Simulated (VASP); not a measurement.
# Sr (P6_3/mmc) in VASP: notebook

The runs below take Sr through single point, with r2SCAN.

All numbers are computed with VASP 6.6.1; they aren't measurements. Logs are shortened: lines on timing, memory, paths and dates and some standing lists are left out, and cuts for length are marked.

## 1. The cell of the first run

Symmetry: P6_3/mmc, No. 194, hexagonal system. The conventional cell has a = 4.526 Å, b = 4.526 Å, c = 6.874 Å, α = 90.00°, β = 90.00°, γ = 120.00°. Sr (site symmetry -6m2) has 12 Sr at 4.32 to 4.53 Å within 5.7 Å.

This isn't the form of Sr at room conditions, which is fcc.

## 2. Single point, r2SCAN (strain +0.050 along x and y, -0.025 along z)

File POSCAR:

```
Sr
1.0
    4.5255002317      0.0000000000      0.0000000000
   -2.2627501159      3.9191981655      0.0000000000
    0.0000000000      0.0000000000      6.8737500000
Sr
2
Direct
    0.3333333333      0.6666666667      0.2500000000
    0.6666666667      0.3333333333      0.7500000000
```

File INCAR.step1:

```
PREC     = Accurate       # precision mode
ENCUT    = 520            # plane-wave cutoff, eV
ISMEAR   = 0              # smearing method
SIGMA    = 0.15           # smearing width, eV
LREAL    = F              # projectors in reciprocal space
LASPH    = T              # aspherical terms in the spheres
NELM     = 80             # most SCF steps
NBANDS   = 17             # bands
GGA      = PE             # functional
ALGO     = Normal         # electronic algorithm
EDIFF    = 1E-4           # SCF threshold, eV
LWAVE    = T              # write WAVECAR
LCHARG   = F              # write CHGCAR
```

File INCAR.step2:

```
PREC     = Accurate       # precision mode
ENCUT    = 520            # plane-wave cutoff, eV
EDIFF    = 1E-6           # SCF threshold, eV
ISMEAR   = 0              # smearing method
SIGMA    = 0.15           # smearing width, eV
LREAL    = F              # projectors in reciprocal space
LASPH    = T              # aspherical terms in the spheres
NELM     = 80             # most SCF steps
ALGO     = Normal         # electronic algorithm
ISIF     = 2              # what is computed and relaxed
LWAVE    = F              # write WAVECAR
LCHARG   = T              # write CHGCAR
METAGGA  = R2SCAN         # meta-GGA
LMIXTAU  = T            
LELF     = T              # ELF
LVHAR    = T            
NBANDS   = 17             # bands
ISTART   = 1
```

File KPOINTS:

```
Automatic mesh
0
Gamma
  12 12 8
```

Potentials or basis: VASP PAW PBE potentials, release 64 (Sr_sv).

Command:

```
$ cat potpaw_PBE.64/Sr_sv/POTCAR > POTCAR
$ cp INCAR.step1 INCAR
$ mpirun -np 1 vasp_std > vasp.out
$ cp INCAR.step2 INCAR
$ mpirun -np 1 vasp_std > vasp.out
```

OUTCAR:

```text
PREC = Accurate
   ENCUT = 520
   EDIFF = 1E-6
   ISMEAR = 0
   LREAL = F
   LASPH = T
   NELM = 80
   ISIF = 2
   METAGGA = R2SCAN
   ISTART = 1

 ion  position               nearest neighbor table
   1  0.333  0.667  0.250-   2 4.32   2 4.32   2 4.32   2 4.32   2 4.32   2 4.32
   2  0.667  0.333  0.750-   1 4.32   1 4.32   1 4.32   1 4.32   1 4.32   1 4.32

  LATTYP: Found a hexagonal cell.
 ALAT       =     4.5255002317
 C/A-ratio  =     1.5188928622

  Lattice vectors:

 A1 = (   4.5255002317,   0.0000000000,   0.0000000000)
 A2 = (  -2.2627501159,   3.9191981655,   0.0000000000)
 A3 = (   0.0000000000,   0.0000000000,   6.8737500000)

Analysis of symmetry for initial positions (statically):
=====================================================================
 Subroutine PRICEL returns:
 Original cell was already a primitive cell.

 Routine SETGRP: Setting up the symmetry group for a
 hexagonal supercell.

 Subroutine GETGRP returns: Found 24 space group operations
 (whereof 12 operations were pure point group operations)
 out of a pool of 24 trial point group operations.

The static configuration has the point symmetry D_3d.
 The point group associated with its full space group is D_6h.

Analysis of symmetry for dynamics (positions and initial velocities):
=====================================================================
 Subroutine PRICEL returns:
 Original cell was already a primitive cell.

 Routine SETGRP: Setting up the symmetry group for a
 hexagonal supercell.

 Subroutine GETGRP returns: Found 24 space group operations
 (whereof 12 operations were pure point group operations)
 out of a pool of 24 trial point group operations.

The dynamic configuration has the point symmetry D_3d.
 The point group associated with its full space group is D_6h.

 Subroutine INISYM returns: Found 24 space group operations
 (whereof 12 operations are pure point group operations),
 and found     1 'primitive' translations

----------------------------------------------------------------------------------------

                                     Primitive cell

  volume of cell :     121.9151

  direct lattice vectors                    reciprocal lattice vectors
     4.525500232  0.000000000  0.000000000     0.220970047  0.127577116  0.000000000
    -2.262750116  3.919198166  0.000000000     0.000000000  0.255154233  0.000000000
     0.000000000  0.000000000  6.873750000     0.000000000  0.000000000  0.145480997

  length of vectors
     4.525500232  4.525500232  6.873750000     0.255154233  0.255154233  0.145480997

  position of ions in fractional coordinates (direct lattice)
     0.333333333  0.666666667  0.250000000
     0.666666667  0.333333333  0.750000000

  ion indices of the primitive-cell ions
   primitive index   ion index
                 1           1
                 2           2

----------------------------------------------------------------------------------------

 KPOINTS: Automatic mesh

Automatic generation of k-mesh.
 Grid dimensions read from file:
 generate k-points for:   12   12    8

 Generating k-lattice:

  Cartesian coordinates                     Fractional coordinates (reciprocal lattice)
     0.018414171  0.010631426  0.000000000     0.083333333  0.000000000  0.000000000
     0.000000000  0.021262853  0.000000000     0.000000000  0.083333333  0.000000000
     0.000000000  0.000000000  0.018185125     0.000000000  0.000000000  0.125000000

  Length of vectors
     0.021262853  0.021262853  0.018185125

  Shift w.r.t. Gamma in fractional coordinates (k-lattice)
     0.000000000  0.000000000  0.000000000

 Subroutine IBZKPT returns following result:
 ===========================================

 Found     95 irreducible k-points:

 Following reciprocal coordinates:
            Coordinates               Weight
  0.000000  0.000000  0.000000      1.000000
  0.083333  0.000000  0.000000      6.000000
  0.166667 -0.000000  0.000000      6.000000
  0.250000 -0.000000  0.000000      6.000000
  0.333333  0.000000  0.000000      6.000000
  0.416667 -0.000000  0.000000      6.000000
[... 16 lines left out ...]
  0.250000 -0.000000  0.125000     12.000000
  0.333333  0.000000  0.125000     12.000000
 [... further k-points ...]
   k-points           NKPTS =     95   k-points in BZ     NKDIM =     95   number of bands    NBANDS=     17
   number of dos      NEDOS =    301   number of ions     NIONS =      2
   total plane-waves  NPLWV =  69984
   dimension x,y,z NGX =    36 NGY =   36 NGZ =   54
   dimension x,y,z NGXF=    72 NGYF=   72 NGZF=  108
   ions per type =               2
   NGX,Y,Z   is equivalent  to a cutoff of  13.22, 13.22, 13.06 a.u.
   NGXF,Y,Z  is equivalent  to a cutoff of  26.45, 26.45, 26.12 a.u.
 SYSTEM =  unknown system
   PREC   = accura    normal or accurate (medium, high low for compatibility)
   ISTART =      1    job   : 0-new  1-cont  2-samecut
   ICHARG =      0    charge: 1-file 2-atom 10-const
   ISPIN  =      1    spin polarized calculation?
   LNONCOLLINEAR =      F non collinear calculations
   LSORBIT =      F    spin-orbit coupling
   LASPH  =      T    aspherical Exc in radial PAW
   ENCUT  =  520.0 eV  38.22 Ry    6.18 a.u.   8.41  8.41 12.78*2*pi/ulx,y,z
   NELM   =     80;   NELMIN=  2; NELMDL=  0     # of ELM steps
   EDIFF  = 0.1E-05   stopping-criterion for ELM
   LREAL  =      F    real-space projection
   EDIFFG = 0.1E-04   stopping-criterion for IOM
   NSW    =      0    number of steps for IOM
   IBRION =     -1    ionic relax: 0-MD 1-quasi-New 2-CG
   NFREE  =      0    steps in history (QN), initial steepest desc. (CG)
   ISIF   =      2    stress and relaxation
   ISYM   =      2    0-nonsym 1-usesym 2-fastsym
   POTIM  = 0.5000    time-step for ionic-motion
   TEBEG  =    0.0;   TEEND  =   0.0 temperature during run
   PSTRESS=    0.0 pullay stress
   NELECT =      20.0000    total number of electrons
   NUPDOWN=      -1.0000    fix difference up-down
   EMIN   =  10.00;   EMAX   =-10.00  energy-range for DOS
   EFERMI =   0.00;   METHOD = LEGACY
   ISMEAR =     0;   SIGMA  =   0.15  broadening in eV -4-tet -1-fermi 0-gaus
   EFERMI_NEDOS =   21; number of points for ismear=-14 and -15
   IALGO  =     38    algorithm
   IMIX   =      4    mixing-type and parameters
     AMIX     =   0.40;   BMIX     =  1.00
     AMIX_MAG =   1.60;   BMIX_MAG =  1.00
  volume/ion in A,a.u.               =      60.96       411.36
  Fermi-wavevector in a.u.,A,eV,Ry     =   0.896188  1.693549 10.927552  0.803152
  Thomas-Fermi vector in A             =   2.018614
   LORBIT       =      0    0 simple, 1 ext, 2 COOP (PROOUT), +10 PAW based schemes
   METAGGA = R2SCAN    functional components
   LHFCALC =     F    Hartree Fock is set to
   AEXX    =    0.0000 exact exchange contribution
   IVDW    =     0    specifies the selected vdW correction
   LEPSILON=     F    determine dielectric tensor
   LRPA    =     F    only Hartree local field effects (RPA)
 non-spin polarized calculation
 Gauss-broadening in eV      SIGMA  =   0.15
  energy-cutoff  :      520.00
  volume of cell :      121.92
 maximum number of plane-waves:      3338
 NGX is ok and might be reduce to    36
   NGX = 17   NGY = 17   NGZ = 25

 number of electron      19.9999999 magnetization

 Free energy of the ion-electron system (eV)
  ---------------------------------------------------
  ext. energy  EPLUGINS =         0.00000000
  ---------------------------------------------------
  free energy    TOTEN  =       -30.15901082 eV

  energy without entropy =      -30.12983416  energy(sigma->0) =      -30.14442249

 E-fermi :   1.2985     XC(G=0):  -7.4737

 val. band max:        1.2948219766   @ k =   0.3333   0.3333   0.3750
 cond. band min:       1.2999075186   @ k =   0.1667   0.1667   0.0000
 fundamental gap:      0.0050855420
 Fermi energy:         1.2985402488

 k-point     1 :       0.0000    0.0000    0.0000
  band No.  band energies     occupation
      1     -36.9636      2.00000
      2     -36.9508      2.00000
      3     -18.4003      2.00000
      4     -18.2637      2.00000
      5     -18.2637      2.00000
      6     -18.2347      2.00000
[... 9 lines left out ...]
     16       4.1820      0.00000
     17       4.4241      0.00000

 k-point     2 :       0.0833    0.0000    0.0000
  band No.  band energies     occupation
      1     -36.9631      2.00000
      2     -36.9507      2.00000
      3     -18.3970      2.00000
      4     -18.2692      2.00000
      5     -18.2658      2.00000
      6     -18.2406      2.00000
[... 9 lines left out ...]
     16       4.2674      0.00000
     17       4.3217      0.00000

 k-point     3 :       0.1667   -0.0000    0.0000
  band No.  band energies     occupation
      1     -36.9618      2.00000
      2     -36.9505      2.00000
      3     -18.3875      2.00000
      4     -18.2843      2.00000
      5     -18.2713      2.00000
      6     -18.2566      2.00000
[... 9 lines left out ...]
     16       4.0873      0.00000
     17       4.5054      0.00000

 k-point     4 :       0.2500   -0.0000    0.0000
  band No.  band energies     occupation
      1     -36.9598      2.00000
      2     -36.9503      2.00000
      3     -18.3732      2.00000
      4     -18.3052      2.00000
      5     -18.2786      2.00000
      6     -18.2778      2.00000
[... 9 lines left out ...]
     16       4.3637      0.00000
     17       4.8822      0.00000
[... 343 lines left out ...]
      1     -36.9613      2.00000
      2     -36.9509      2.00000
      3     -18.3830      2.00000
      4     -18.2824      2.00000
      5     -18.2701      2.00000
      6     -18.2629      2.00000
[... 9 lines left out ...]
     16       4.1756      0.00000
     17       4.5520      0.00000

 k-point    23 :       0.2500   -0.0000    0.1250
  band No.  band energies     occupation
      1     -36.9594      2.00000
      2     -36.9506      2.00000
      3     -18.3712      2.00000
      4     -18.3019      2.00000
      5     -18.2842      2.00000
      6     -18.2772      2.00000
[... 9 lines left out ...]
     16       4.3715      0.00000
     17       4.8838      0.00000

 k-point    24 :       0.3333    0.0000    0.1250
  band No.  band energies     occupation
      1     -36.9573      2.00000
      2     -36.9505      2.00000
      3     -18.3601      2.00000
      4     -18.3191      2.00000
      5     -18.3045      2.00000
      6     -18.2840      2.00000
[... 9 lines left out ...]
     16       4.8160      0.00000
     17       5.2363      0.00000

 [... further k-points ...]

------------------------ aborting loop because EDIFF is reached ----------------------------------------

  FORCE on cell =-STRESS in cart. coord.  units (eV):
  Direction    XX          YY          ZZ          XY          YZ          ZX
  --------------------------------------------------------------------------------------
  -------------------------------------------------------------------------------------
  Total       -0.8098761     -0.8098761      0.1920132      0.0000000      0.0000000      0.0000000
  in kB      -10.6431849    -10.6431849      2.5233889      0.0000000      0.0000000      0.0000000
  external PRESSURE =      -6.2543270 kB  Pullay stress =       0.0000000 kB

 VOLUME and BASIS-vectors are now :
 -----------------------------------------------------------------------------
  energy-cutoff  :      520.00
  volume of cell :      121.92
      direct lattice vectors                 reciprocal lattice vectors
     4.525500232  0.000000000  0.000000000     0.220970047  0.127577116  0.000000000
    -2.262750116  3.919198166  0.000000000     0.000000000  0.255154233  0.000000000
     0.000000000  0.000000000  6.873750000     0.000000000  0.000000000  0.145480997

 POSITION                                       TOTAL-FORCE (eV/Angst)
 -----------------------------------------------------------------------------------
     -0.00000      2.61280      1.71844        -0.000000     -0.000000      0.000000
      2.26275      1.30640      5.15531         0.000000      0.000000      0.000000
 -----------------------------------------------------------------------------------
    total drift:                                0.000000     -0.000000      0.000000

  FREE ENERGIE OF THE ION-ELECTRON SYSTEM (eV)
  ---------------------------------------------------
  free  energy   TOTEN  =       -30.1590108187 eV

  energy  without entropy=      -30.1298341615  energy(sigma->0) =      -30.14442249
```

Wall time 17 min (1 thread of Intel Xeon 8259CL, shared host); peak memory 0.39 GiB.

What came out:

| Quantity | Value |
| --- | --- |
| Free energy | -30.1590 eV |
| Pressure | -0.6 GPa |
| Band gap on the k mesh | zero (bands 10 and 11 overlap by 0.48 eV) |

Caveat: the cell differs from its parent crystal (strain +0.050 along x and y, -0.025 along z); the PAW data sets were made with another functional, which shifts forces and pressure a little.

## 3. Single point, r2SCAN (strain +0.025 along x and y, +0.025 along z)

File POSCAR:

```
Sr
1.0
    4.4177502262      0.0000000000      0.0000000000
   -2.2088751131      3.8258839234      0.0000000000
    0.0000000000      0.0000000000      7.2262500000
Sr
2
Direct
    0.3333333333      0.6666666667      0.2500000000
    0.6666666667      0.3333333333      0.7500000000
```

File INCAR.step1:

```
SYSTEM = Sr
ALGO = Normal
EDIFF = 1E-4
ENCUT = 520
GGA = PE
ISMEAR = 0
LASPH = .TRUE.
LCHARG = .FALSE.
LREAL = .FALSE.
LWAVE = .TRUE.
NBANDS = 17
NELM = 100
PREC = Accurate
SIGMA = 0.15
```

File INCAR.step2:

```
SYSTEM = Sr
ALGO = Normal
EDIFF = 1E-7
ENCUT = 520
ISIF = 2
ISMEAR = 0
ISTART = 1
LASPH = .TRUE.
LCHARG = .FALSE.
LMIXTAU = .TRUE.
LREAL = .FALSE.
LWAVE = .FALSE.
METAGGA = R2SCAN
NBANDS = 17
NELM = 100
PREC = Accurate
SIGMA = 0.15
```

File KPOINTS:

```
k-points
0
G
  12 12 8
  0 0 0
```

Potentials or basis: VASP PAW PBE potentials, release 64 (Sr_sv).

Command:

```
$ cat potpaw_PBE.64/Sr_sv/POTCAR > POTCAR
$ cp INCAR.step1 INCAR
$ mpirun -np 1 vasp_std > vasp.out
$ cp INCAR.step2 INCAR
$ mpirun -np 1 vasp_std > vasp.out
```

Wall time 17 min (1 thread of Intel Xeon 8259CL, shared host); peak memory 0.38 GiB.

Results (log left out):

| Property | Result |
| --- | --- |
| Free energy | -30.1861 eV |
| Pressure | -0.7 GPa |
| Band gap on the k mesh | zero (bands 10 and 11 overlap by 0.45 eV) |

Stress tensor (GPa, compression positive):
```
-0.74  0.00  0.00
 0.00 -0.74  0.00
 0.00  0.00 -0.65
```

Levels at points of the mesh, in eV from the Fermi level:
```csv
k point,band 6,band 7,band 8,band 9,band 10,band 11,band 12,band 13,band 14,band 15
"(0.00, 0.00, 0.00)",-19.53,-19.53,-19.52,-3.70,-1.05,-0.18,2.51,2.51,2.52,2.91
"(0.50, 0.00, 0.00)",-19.58,-19.55,-19.55,-1.10,-0.65,0.20,0.37,1.32,1.91,2.40
"(0.00, 0.00, 0.50)",-19.54,-19.54,-19.54,-2.79,-2.79,1.40,1.40,2.51,2.51,2.51
"(0.50, 0.00, 0.50)",-19.56,-19.56,-19.56,-0.71,-0.71,0.08,0.08,1.49,1.49,3.13
```

Caveat: the cell differs from its parent crystal (strain +0.025 along x and y, +0.025 along z); the PAW data sets were made with another functional, which shifts forces and pressure a little.
